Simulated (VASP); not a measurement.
# Ni (P4/nmm) in VASP: notebook

The runs below take Ni through single point, with PBEsol.

Program: VASP 6.6.1. These are calculated values, not measurements. Logs are shortened: lines on timing, memory, paths and dates and some standing lists are left out, and cuts for length are marked.

### 1 The cell of the first run

Symmetry: P4/nmm, No. 129, tetragonal system. Conventional cell: a = 2.449 Å, b = 2.449 Å, c = 3.463 Å, α = 90.00°, β = 90.00°, γ = 90.00°. Within 3.0 Å of Ni (site symmetry 4mm) lie 12 Ni at 2.30 to 2.61 Å.

### 2 Single point, PBEsol, collinear spin, ferromagnetic start (atoms displaced along a vibrational mode)

Contents of INCAR:

```
PREC = Accurate
ENCUT = 520
EDIFF = 1E-6
ISMEAR = 0
SIGMA = 0.15
LREAL = F
LASPH = T
NELM = 150
ALGO = Fast
ISIF = 2
LWAVE = F
LCHARG = F
ISPIN = 2
MAGMOM = 0.73 0.73
LORBIT = 11
LMAXMIX = 4
GGA = PS
NBANDS = 21
```

Contents of KPOINTS:

```
Automatic mesh
0
Gamma
  24 24 18
```

Contents of POSCAR:

```
Ni
1.0
    0.0000000000     -1.7315750128     -1.7315750128
    0.0000000000      1.7315750128     -1.7315750128
    3.4631500256      0.0000000000      0.0000000000
Ni
2
Direct
    0.5000000000      0.5000000000      0.5324848762
    0.0000000000      0.0000000000     -0.0324848762
```

Potentials or basis: VASP PAW PBE potentials, release 64 (Ni).

Run with:

```bash
cat potpaw_PBE.64/Ni/POTCAR > POTCAR
mpirun -np 1 vasp_std > vasp.out
```

OUTCAR:

```text
PREC = Accurate
   ENCUT = 520
   EDIFF = 1E-6
   ISMEAR = 0
   LREAL = F
   LASPH = T
   NELM = 150
   ISIF = 2
   ISPIN = 2
   LORBIT = 11
   GGA = PS

 ion  position               nearest neighbor table
   1  0.500  0.500  0.532-   2 2.30   2 2.30   2 2.30   2 2.30   2 2.61   2 2.61   2 2.61   2 2.61

   2  0.000  0.000  0.968-   1 2.30   1 2.30   1 2.30   1 2.30   1 2.61   1 2.61   1 2.61   1 2.61

  LATTYP: Found a simple tetragonal cell.
 ALAT       =     2.4488168674
 C/A-ratio  =     1.4142135624

  Lattice vectors:

 A1 = (   0.0000000000,  -1.7315750128,  -1.7315750128)
 A2 = (   0.0000000000,   1.7315750128,  -1.7315750128)
 A3 = (   3.4631500256,   0.0000000000,   0.0000000000)

Analysis of symmetry for initial positions (statically):
=====================================================================
 Subroutine PRICEL returns:
 Original cell was already a primitive cell.

 Routine SETGRP: Setting up the symmetry group for a
 simple tetragonal supercell.

 Subroutine GETGRP returns: Found 16 space group operations
 (whereof  8 operations were pure point group operations)
 out of a pool of 16 trial point group operations.

The static configuration has the point symmetry C_4v.
 The point group associated with its full space group is D_4h.

Analysis of symmetry for dynamics (positions and initial velocities):
=====================================================================
 Subroutine PRICEL returns:
 Original cell was already a primitive cell.

 Routine SETGRP: Setting up the symmetry group for a
 simple tetragonal supercell.

 Subroutine GETGRP returns: Found 16 space group operations
 (whereof  8 operations were pure point group operations)
 out of a pool of 16 trial point group operations.

The dynamic configuration has the point symmetry C_4v.
 The point group associated with its full space group is D_4h.

Analysis of structural, dynamic, and magnetic symmetry:
=====================================================================
 Subroutine PRICEL returns:
 Original cell was already a primitive cell.

 Routine SETGRP: Setting up the symmetry group for a
 simple tetragonal supercell.

 Subroutine GETGRP returns: Found 16 space group operations
 (whereof  8 operations were pure point group operations)
 out of a pool of 16 trial point group operations.

The overall configuration has the point symmetry C_4v.
 The point group associated with its full space group is D_4h.

 Subroutine INISYM returns: Found 16 space group operations
 (whereof  8 operations are pure point group operations),
 and found     1 'primitive' translations

----------------------------------------------------------------------------------------

                                     Primitive cell

  volume of cell :      20.7675

  direct lattice vectors                    reciprocal lattice vectors
     0.000000000 -1.731575013 -1.731575013     0.000000000 -0.288754456 -0.288754456
     0.000000000  1.731575013 -1.731575013     0.000000000  0.288754456 -0.288754456
     3.463150026  0.000000000  0.000000000     0.288754456  0.000000000  0.000000000

  length of vectors
     2.448816867  2.448816867  3.463150026     0.408360467  0.408360467  0.288754456

  position of ions in fractional coordinates (direct lattice)
     0.500000000  0.500000000  0.532484876
     0.000000000  0.000000000  0.967515124

  ion indices of the primitive-cell ions
   primitive index   ion index
                 1           1
                 2           2

----------------------------------------------------------------------------------------

 KPOINTS: Automatic mesh

Automatic generation of k-mesh.
 Grid dimensions read from file:
 generate k-points for:   24   24   18

 Generating k-lattice:

  Cartesian coordinates                     Fractional coordinates (reciprocal lattice)
     0.000000000 -0.012031436 -0.012031436     0.041666667  0.000000000  0.000000000
     0.000000000  0.012031436 -0.012031436     0.000000000  0.041666667  0.000000000
     0.016041914  0.000000000  0.000000000     0.000000000  0.000000000  0.055555556

  Length of vectors
     0.017015019  0.017015019  0.016041914

  Shift w.r.t. Gamma in fractional coordinates (k-lattice)
     0.000000000  0.000000000  0.000000000

 Subroutine IBZKPT returns following result:
 ===========================================

 Found    910 irreducible k-points:

 Following reciprocal coordinates:
            Coordinates               Weight
  0.000000  0.000000  0.000000      1.000000
  0.041667  0.000000  0.000000      4.000000
  0.083333  0.000000  0.000000      4.000000
  0.125000  0.000000  0.000000      4.000000
  0.166667  0.000000  0.000000      4.000000
  0.208333  0.000000  0.000000      4.000000
[... 16 lines left out ...]
  0.416667  0.041667  0.000000      8.000000
  0.458333  0.041667  0.000000      8.000000
 [... further k-points ...]
   k-points           NKPTS =    910   k-points in BZ     NKDIM =    910   number of bands    NBANDS=     21
   number of dos      NEDOS =    301   number of ions     NIONS =      2
   total plane-waves  NPLWV =   9072
   dimension x,y,z NGX =    18 NGY =   18 NGZ =   28
   dimension x,y,z NGXF=    36 NGYF=   36 NGZF=   56
   ions per type =               2
   NGX,Y,Z   is equivalent  to a cutoff of  12.22, 12.22, 13.44 a.u.
   NGXF,Y,Z  is equivalent  to a cutoff of  24.44, 24.44, 26.88 a.u.
 SYSTEM =  unknown system
   PREC   = accura    normal or accurate (medium, high low for compatibility)
   ISTART =      0    job   : 0-new  1-cont  2-samecut
   ICHARG =      2    charge: 1-file 2-atom 10-const
   ISPIN  =      2    spin polarized calculation?
   LNONCOLLINEAR =      F non collinear calculations
   LSORBIT =      F    spin-orbit coupling
   LASPH  =      T    aspherical Exc in radial PAW
   ENCUT  =  520.0 eV  38.22 Ry    6.18 a.u.   4.55  4.55  6.44*2*pi/ulx,y,z
   NELM   =    150;   NELMIN=  2; NELMDL= -5     # of ELM steps
   EDIFF  = 0.1E-05   stopping-criterion for ELM
   LREAL  =      F    real-space projection
   EDIFFG = 0.1E-04   stopping-criterion for IOM
   NSW    =      0    number of steps for IOM
   IBRION =     -1    ionic relax: 0-MD 1-quasi-New 2-CG
   NFREE  =      0    steps in history (QN), initial steepest desc. (CG)
   ISIF   =      2    stress and relaxation
   ISYM   =      2    0-nonsym 1-usesym 2-fastsym
   POTIM  = 0.5000    time-step for ionic-motion
   TEBEG  =    0.0;   TEEND  =   0.0 temperature during run
   PSTRESS=    0.0 pullay stress
   NELECT =      20.0000    total number of electrons
   NUPDOWN=      -1.0000    fix difference up-down
   EMIN   =  10.00;   EMAX   =-10.00  energy-range for DOS
   EFERMI =   0.00;   METHOD = LEGACY
   ISMEAR =     0;   SIGMA  =   0.15  broadening in eV -4-tet -1-fermi 0-gaus
   EFERMI_NEDOS =   21; number of points for ismear=-14 and -15
   IALGO  =     68    algorithm
   IMIX   =      4    mixing-type and parameters
     AMIX     =   0.40;   BMIX     =  1.00
     AMIX_MAG =   1.60;   BMIX_MAG =  1.00
  volume/ion in A,a.u.               =      10.38        70.07
  Fermi-wavevector in a.u.,A,eV,Ry     =   1.616678  3.055078 35.560836  2.613648
  Thomas-Fermi vector in A             =   2.711226
   LORBIT       =     11    0 simple, 1 ext, 2 COOP (PROOUT), +10 PAW based schemes
   GGA     = PS    functional components
   LHFCALC =     F    Hartree Fock is set to
   AEXX    =    0.0000 exact exchange contribution
   IVDW    =     0    specifies the selected vdW correction
   LEPSILON=     F    determine dielectric tensor
   LRPA    =     F    only Hartree local field effects (RPA)
 spin polarized calculation
 RMM-DIIS sequential band-by-band and
 Gauss-broadening in eV      SIGMA  =   0.15
  energy-cutoff  :      520.00
  volume of cell :       20.77
 maximum number of plane-waves:       586
   NGX =  9   NGY =  9   NGZ = 13

 number of electron      20.0000022 magnetization       1.2226612

 Free energy of the ion-electron system (eV)
  ---------------------------------------------------
  ext. energy  EPLUGINS =         0.00000000
  ---------------------------------------------------
  free energy    TOTEN  =       -12.03539450 eV

  energy without entropy =      -11.99387685  energy(sigma->0) =      -12.01463568

 E-fermi :   9.9034     XC(G=0): -13.6870

 val. band max:        9.9026621126   @ k =   0.3750   0.2500   0.3889
 cond. band min:       9.9034266036   @ k =   0.1667   0.0000   0.5000
 fundamental gap:      0.0007644910
 Fermi energy:         9.9034142101

 spin component 1

 k-point     1 :       0.0000    0.0000    0.0000
  band No.  band energies     occupation
      1       0.4796      1.00000
      2       4.8463      1.00000
      3       5.2568      1.00000
      4       7.2666      1.00000
      5       7.2666      1.00000
      6       7.4149      1.00000
[... 13 lines left out ...]
     20      38.2321      0.00000
     21      38.7666      0.00000
[... 529 lines left out ...]
 k-point    24 :       0.4583    0.0417    0.0000
  band No.  band energies     occupation
      1       4.9006      1.00000
      2       5.5623      1.00000
      3       6.3756      1.00000
      4       6.4380      1.00000
      5       7.0967      1.00000
      6       7.4024      1.00000
[... 13 lines left out ...]
     20      36.4891      0.00000
     21      40.9604      0.00000

 [... further k-points ...]

 spin component 2

 k-point     1 :       0.0000    0.0000    0.0000
  band No.  band energies     occupation
      1       0.4744      1.00000
      2       5.1959      1.00000
      3       5.8017      1.00000
      4       7.9716      1.00000
      5       7.9716      1.00000
      6       8.0914      1.00000
[... 13 lines left out ...]
     20      38.2465      0.00000
     21      38.7801      0.00000
[... 529 lines left out ...]
 k-point    24 :       0.4583    0.0417    0.0000
  band No.  band energies     occupation
      1       5.0445      1.00000
      2       5.8902      1.00000
      3       6.8283      1.00000
      4       6.9627      1.00000
      5       7.6860      1.00000
      6       7.9923      1.00000
[... 13 lines left out ...]
     20      36.5389      0.00000
     21      40.9456      0.00000

 [... further k-points ...]

------------------------ aborting loop because EDIFF is reached ----------------------------------------

  FORCE on cell =-STRESS in cart. coord.  units (eV):
  Direction    XX          YY          ZZ          XY          YZ          ZX
  --------------------------------------------------------------------------------------
  -------------------------------------------------------------------------------------
  Total        0.8575530      1.0133332      1.0133332      0.0000000      0.0000000     -0.0000000
  in kB       66.1588000     78.1769884     78.1769884      0.0000000      0.0000000     -0.0000000
  external PRESSURE =      74.1709256 kB  Pullay stress =       0.0000000 kB

 VOLUME and BASIS-vectors are now :
 -----------------------------------------------------------------------------
  energy-cutoff  :      520.00
  volume of cell :       20.77
      direct lattice vectors                 reciprocal lattice vectors
     0.000000000 -1.731575013 -1.731575013     0.000000000 -0.288754456 -0.288754456
     0.000000000  1.731575013 -1.731575013     0.000000000  0.288754456 -0.288754456
     3.463150026  0.000000000  0.000000000     0.288754456  0.000000000  0.000000000

 POSITION                                       TOTAL-FORCE (eV/Angst)
 -----------------------------------------------------------------------------------
      1.84408      0.00000     -1.73158        -2.311143     -0.000000     -0.000000
      3.35065      0.00000      0.00000         2.311143      0.000000      0.000000
 -----------------------------------------------------------------------------------
    total drift:                                0.000000      0.000000     -0.000000

  FREE ENERGIE OF THE ION-ELECTRON SYSTEM (eV)
  ---------------------------------------------------
  free  energy   TOTEN  =       -12.0353945024 eV

  energy  without entropy=      -11.9938768507  energy(sigma->0) =      -12.01463568

 total charge

# of ion       s       p       d       tot
------------------------------------------
    1        0.535   0.563   8.355   9.453
    2        0.535   0.563   8.355   9.453
--------------------------------------------------
tot          1.069   1.127  16.710  18.906

 magnetization (x)

# of ion       s       p       d       tot
------------------------------------------
    1       -0.006  -0.023   0.644   0.615
    2       -0.006  -0.023   0.644   0.615
--------------------------------------------------
tot         -0.012  -0.047   1.289   1.230
```

Run time: 10 min. Hardware: 1 thread of Oxide Virtual Turin-like, shared host; peak memory 0.55 GiB.

Results:

```yaml
Free_energy: -12.0354 eV
Pressure: 7.4 GPa
Largest_force: 2.311 eV/Å
Net_moment: 1.22 μB per cell
Site_moments: Ni +0.61 μB
Valence_electrons_inside_the_program's_atomic_spheres: Ni 9.45
```

Forces in eV/Å, atoms in the order of the input:
```
Ni  -2.311  0.000  0.000
Ni   2.311  0.000  0.000
```

Stress tensor (GPa, compression positive):
```
6.62 0.00 0.00
0.00 7.82 0.00
0.00 0.00 7.82
```

Levels at points of the mesh, in eV from the Fermi level:
Spin up:
| k point | band 7 | band 8 | band 9 | band 10 | band 11 | band 12 | band 13 | band 14 | band 15 | band 16 |
| --- | --- | --- | --- | --- | --- | --- | --- | --- | --- | --- |
| (0.00, 0.00, 0.00) | -1.51 | -1.44 | -0.54 | -0.47 | -0.47 | 2.80 | 9.28 | 15.19 | 15.19 | 20.29 |
| (0.50, 0.00, 0.00) | -2.25 | -2.25 | -1.11 | -1.11 | 1.02 | 1.02 | 11.12 | 11.12 | 14.11 | 14.11 |
| (0.50, 0.50, 0.00) | -0.53 | -0.53 | -0.47 | -0.47 | 2.42 | 2.42 | 9.58 | 9.58 | 15.38 | 15.38 |
| (0.00, 0.00, 0.50) | -2.07 | -1.34 | -1.34 | -1.33 | -1.22 | -0.73 | 19.22 | 19.22 | 19.32 | 20.42 |
| (0.50, 0.00, 0.50) | -0.92 | -0.92 | -0.54 | -0.54 | -0.20 | -0.20 | 5.88 | 5.88 | 22.71 | 22.71 |
| (0.50, 0.50, 0.50) | -1.31 | -1.31 | -0.47 | -0.47 | 7.11 | 7.11 | 8.83 | 8.83 | 10.05 | 10.05 |
Spin down:
| k point | band 8 | band 9 | band 10 | band 11 | band 12 | band 13 |
| --- | --- | --- | --- | --- | --- | --- |
| (0.00, 0.00, 0.00) | -0.87 | 0.12 | 0.34 | 0.34 | 2.84 | 9.53 |
| (0.50, 0.00, 0.00) | -1.62 | -0.38 | -0.38 | 1.55 | 1.55 | 11.27 |
| (0.50, 0.50, 0.00) | 0.28 | 0.30 | 0.30 | 2.42 | 2.42 | 9.84 |
| (0.00, 0.00, 0.50) | -0.69 | -0.68 | -0.58 | -0.58 | -0.07 | 19.33 |
| (0.50, 0.00, 0.50) | -0.63 | 0.21 | 0.21 | 0.21 | 0.21 | 6.28 |
| (0.50, 0.50, 0.50) | -0.74 | 0.30 | 0.30 | 7.30 | 7.30 | 9.04 |

Caveat: the cell differs from its parent crystal (atoms displaced along a vibrational mode); the cell stands under pressure; the PAW data sets were made with another functional, which shifts forces and pressure a little.

(Continued in part 2 of 2.)
